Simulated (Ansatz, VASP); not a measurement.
## GePt: VASP beside Ansatz

```
CELL_PARAMETERS angstrom
3.19550 0.00000 0.00000
0.00000 3.19550 0.00000
0.00000 0.00000 3.19550
ATOMIC_POSITIONS crystal
Ge 0.50000 0.50000 0.50000
Pt 0.00000 0.00000 0.00000
```

Change from the starting cell: species swapped into the TbRh type (Pm-3m, No. 221).

Alike in both runs: task relaxation of cell and atoms; functional PBE; k mesh 18 × 18 × 18; occupations gaussian, width 0.1 eV; no spin polarisation.

|  | VASP | Ansatz |
| --- | --- | --- |
| version | VASP 6.6.1 | Ansatz 0.2.0 |
| potentials or method | VASP PAW PBE potentials, release 64 (Ge_d, Pt), cutoff 600 eV | scalar-relativistic, plane waves, PAW |
| valence electrons in the cell | 24 | 32 |

VASP gave:

* gap on the k mesh at the Fermi level, each at its own relaxed structure (eV): none
* relaxed volume (Å³/atom): 16.25
* relaxed cell length with the largest relative difference (Å): 3.191

Q: What did Ansatz give for the same quantities?

A: gap on the k mesh at the Fermi level, each at its own relaxed structure (eV): none; relaxed volume (Å³/atom): 16.24; relaxed cell length with the largest relative difference (Å): 3.191.

A gap of «none» marks a metal or a gap that the smearing closes. VASP's potentials hold 24 valence electrons a cell and Ansatz's 32, so a difference there can come from the potentials and not from the codes.

Spin-orbit coupling is off throughout.
